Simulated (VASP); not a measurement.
Wanted: the native input for a VASP 6.6.1 run.

```yaml
Task: single point
Functional: LDA
Potentials_or_basis: VASP PAW LDA potentials, release 64 (I)
Cutoff: 520 eV
k_mesh: 9 × 9 × 9
Occupations: fermi-dirac, width 0.05 eV
Spin: no spin polarisation
Dipole_correction: no
Further_INCAR_settings: ALGO = Normal; EDIFF = 1e-06; NBANDS = 10
```

The structure of I lies in POSCAR:

```
I
1.0
    0.0000000000      2.3656004428      3.9098401324
    2.1922454667      0.0000000000      3.9098401324
    2.1922454667      2.3656004428      0.0000000000
I
1
Direct
    0.0000000000      0.0000000000      0.0000000000
```

The input as run:

INCAR

```
SYSTEM = I
PREC = Accurate ; ENCUT = 520
EDIFF = 1E-6 ; ISMEAR = -1
SIGMA = 0.05 ; LREAL = .False.
LASPH = .True. ; NELM = 60
ALGO = Normal ; ISIF = 2
LWAVE = .False. ; LCHARG = .False.
GGA = CA ; NBANDS = 10
```

KPOINTS

```
Automatic mesh
0
Gamma
  9 9 9
  0 0 0
```

Potentials or basis: VASP PAW LDA potentials, release 64 (I).

Run with:

```console
$ cat potpaw_LDA.64/I/POTCAR > POTCAR
$ mpirun -np 1 vasp_std > vasp.out
```

Results of the run:

```yaml
Pressure: -2.3 GPa
```

Caveat: an odd number of electrons without spin polarisation forces a metal; a magnetic or distorted state may lie lower.

Run time: 12 s on 1 thread of Intel(R) Xeon(R) 6975P-C (Granite Rapids), with other jobs on the host, peak memory 0.18 GiB.
